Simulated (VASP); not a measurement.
Input of a VASP 6.6.1 run:

POSCAR

```
InSb
1.0
    0.0000000000      2.6849609149      4.0274413724
    2.6849609149      0.0000000000      4.0274413724
    2.6849609149      2.6849609149      0.0000000000
In Sb
1 1
Direct
    0.0000000000      0.0000000000      0.0000000000
    0.5000000000      0.5000000000      0.5000000000
```

INCAR.step1

```
SYSTEM = InSb
ALGO = Normal ; EDIFF = 1E-4
ENCUT = 520 ; GGA = PE
ISMEAR = 0 ; LASPH = .True.
LCHARG = .False. ; LREAL = .False.
LWAVE = .True. ; NBANDS = 16
NELM = 100 ; PREC = Accurate
SIGMA = 0.15
```

INCAR.step2

```
SYSTEM = InSb
ALGO = Normal ; EDIFF = 1E-6
ENCUT = 520 ; ISIF = 2
ISMEAR = 0 ; ISTART = 1
LASPH = .True. ; LCHARG = .False.
LMIXTAU = .True. ; LREAL = .False.
LWAVE = .False. ; METAGGA = R2SCAN
NBANDS = 16 ; NELM = 100
PREC = Accurate ; SIGMA = 0.15
```

The input KPOINTS:

```
k-points
0
Gamma
  6 6 6
  0 0 0
```

Potentials or basis: VASP PAW PBE potentials, release 64 (In_d, Sb).

Launch:

```console
$ cat potpaw_PBE.64/In_d/POTCAR potpaw_PBE.64/Sb/POTCAR > POTCAR
$ cp INCAR.step1 INCAR
$ mpirun -np 1 vasp_std > vasp.out
$ cp INCAR.step2 INCAR
$ mpirun -np 1 vasp_std > vasp.out
```

Estimate the band gap on the k mesh.

zero (bands 9 and 10 overlap by 2.31 eV).

What does it give for the pressure?

14.0 GPa.

Stress tensor (GPa, compression positive):
```
22.32  0.00  0.00
 0.00 22.32  0.00
 0.00  0.00 -2.69
```

Caveat: the stress differs along the axes, from -3 to 22 GPa; the PAW data sets were made with another functional, which shifts forces and pressure a little; spin-orbit coupling is left out, which moves the levels of the heavy elements.
